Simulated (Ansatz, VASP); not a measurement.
# One calculation of Sn, two programs

```
Sn
1.0
    -3.02834    3.02834    1.55132
     3.02834   -3.02834    1.55132
     3.02834    3.02834   -1.55132
Sn
2
Direct
  0.75000 0.25000 0.50000
  0.00000 0.00000 0.00000
```

Change from the starting cell: strain +0.030 along x and y, -0.030 along z, atoms carried along.

Alike in both runs: task single point; functional r2SCAN; k mesh 16 × 16 × 16; occupations gaussian, width 0.15 eV; no spin polarisation.

```csv
,VASP,Ansatz
version,VASP 6.6.1,Ansatz 0.2.0
potentials or method,"VASP PAW PBE potentials, release 64 (Sn_d), cutoff 520 eV","scalar-relativistic, plane waves, PAW"
valence electrons in the cell,28,28
```

```csv
,VASP,Ansatz,Ansatz less VASP
gap on the k mesh at the Fermi level (eV),none,none,-
pressure (GPa),-1.4,-1.4,+0.03
"traceless stress, the component that is largest in VASP (GPa)",2.59,2.58,-0.006
```

VASP's potentials were made for PBE, not for r2SCAN. A gap of «none» marks a metal or a gap that the smearing closes.
